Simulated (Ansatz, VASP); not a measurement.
## Two plane-wave programs on VGe

File INCAR:

```
SYSTEM = VGe
PREC     = Accurate       ! precision mode
ENCUT    = 500            ! plane-wave cutoff, eV
EDIFF    = 1E-6           ! SCF threshold, eV
ISMEAR   = -1             ! smearing method
SIGMA    = 0.05           ! smearing width, eV
LREAL    = .False.        ! projectors in reciprocal space
LASPH    = .True.         ! aspherical terms in the spheres
NELM     = 120            ! most SCF steps
ALGO     = Normal         ! electronic algorithm
ISIF     = 2              ! what is computed and relaxed
LWAVE    = .False.        ! write WAVECAR
LCHARG   = .False.        ! write CHGCAR
GGA      = PE             ! functional
NBANDS   = 20             ! bands
GGA_COMPAT= .False.
```

File KPOINTS:

```
Automatic mesh
0
Gamma
  13 13 13
  0 0 0
```

The input POSCAR:

```
VGe
1.0
    0.0000000000      2.3673313404      2.3673313404
    2.3673313404      0.0000000000      2.3673313404
    2.3673313404      2.3673313404      0.0000000000
V Ge
1 1
Direct
    0.0000000000      0.0000000000      0.0000000000
    0.2500000000      0.2500000000      0.2500000000
```

Input for Ansatz:

```yaml
crystal:
  lattice:
    - [0.0, 2.3673313404, 2.3673313404]
    - [2.3673313404, 0.0, 2.3673313404]
    - [2.3673313404, 2.3673313404, 0.0]
  atoms:
    - { symbol: V, position: [0.0, 0.0, 0.0] }
    - { symbol: Ge, position: [0.25, 0.25, 0.25] }
kpoints:
  mp_grid: { grid: [13, 13, 13] }
scf:
  occupations: { method: fermi_dirac, width: 0.05 }
hamiltonian:
  xc: pbe
  pseudopotentials: { kind: nc }
output:
  forces: true
  stress: true
  eigenvalues: true
```

Change from the starting cell: volume scaled by 0.6, norm-conserving files.

Alike in both runs: task single point; functional PBE; k mesh 13 × 13 × 13; occupations fermi-dirac, width 0.05 eV; no spin polarisation.

|  | VASP | Ansatz |
| --- | --- | --- |
| version | VASP 6.6.1 | Ansatz 0.2.0 |
| potentials or method | VASP PAW PBE potentials, release 64 (V_sv, Ge_d) | norm-conserving pseudopotentials, scalar-relativistic |
| plane-wave cutoff (eV) | 500 | 1143 |
| valence electrons in the cell | 27 | 27 |

|  | VASP | Ansatz | Ansatz less VASP |
| --- | --- | --- | --- |
| pressure (GPa) | 106.5 | 104.9 | -1.61 |

Both programs put the cell under a high pressure, so it lies far from rest at this level.

Noted on VASP's run: the cell as given lies far from equilibrium.
